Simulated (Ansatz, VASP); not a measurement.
## One calculation of Zr2B, two programs

```
Zr B
1.0
     0.00000    2.93524    2.93524
     2.93524    0.00000    2.93524
     2.93524    2.93524    0.00000
Zr B
2 1
Cartesian
  1.4676 1.4676 1.4676
  4.4029 4.4029 4.4029
  0.0000 0.0000 0.0000
```

Change from the starting cell: species swapped into the Mg2Ge type (Fm-3m, No. 225).

Alike in both runs: task single point; functional PBE; k mesh 6 × 6 × 6; occupations gaussian, width 0.1 eV; no spin polarisation.

```csv
,VASP,Ansatz
version,VASP 6.6.1,Ansatz 0.2.0
potentials or method,"VASP PAW PBE potentials, release 64 (Zr_sv, B), cutoff 520 eV","scalar-relativistic, plane waves, PAW"
valence electrons in the cell,27,27
```

```csv
,VASP,Ansatz,Ansatz less VASP
gap on the k mesh at the Fermi level (eV),none,none,-
pressure (GPa),4.0,3.9,-0.07
```

A gap of «none» marks a metal or a gap that the smearing closes.
